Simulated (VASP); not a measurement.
# GaP: single point with PBE

GaP:

```
Ga P
1.0
     0.00000    2.72550    2.72550
     2.72550    0.00000    2.72550
     2.72550    2.72550    0.00000
Ga P
1 1
Direct
  0.00000 0.00000 0.00000
  0.25000 0.25000 0.25000
```

* Program: VASP 6.6.1
* Task: single point
* Functional: PBE
* Potentials or basis: VASP PAW PBE potentials, release 64 (Ga_d, P)
* Cutoff: 500 eV
* k mesh: 2 × 2 × 2
* Occupations: gaussian, width 0.01 eV
* Spin: no spin polarisation

| Item | Value |
| --- | --- |
| Pressure | 9.3 GPa |
| Band gap on the k mesh | 1.46 eV, indirect (least direct gap 1.76 eV) |

Levels at points of the mesh, in eV from the valence-band top:
```tsv
k point	band 6	band 7	band 8	band 9	band 10	band 11	band 12	band 13
(0.00, 0.00, 0.00)	-12.56	0.00	0.00	0.00	1.76	3.65	3.65	3.65
(0.50, 0.00, 0.00)	-10.45	-6.79	-1.17	-1.17	1.53	4.50	4.50	8.19
(0.50, 0.50, 0.00)	-9.49	-6.95	-2.78	-2.78	1.46	1.66	10.46	10.46
```

Run time: 6.8 s on 1 thread of Intel(R) Xeon(R) Platinum 8375C CPU @ 2.90GHz (Ice Lake) (shared host), peak memory 0.15 GiB.

Caveat: the k points lie up to 1.00 Å⁻¹ apart. Expect the measured gap to be larger: semilocal functionals such as PBE lack the derivative discontinuity.
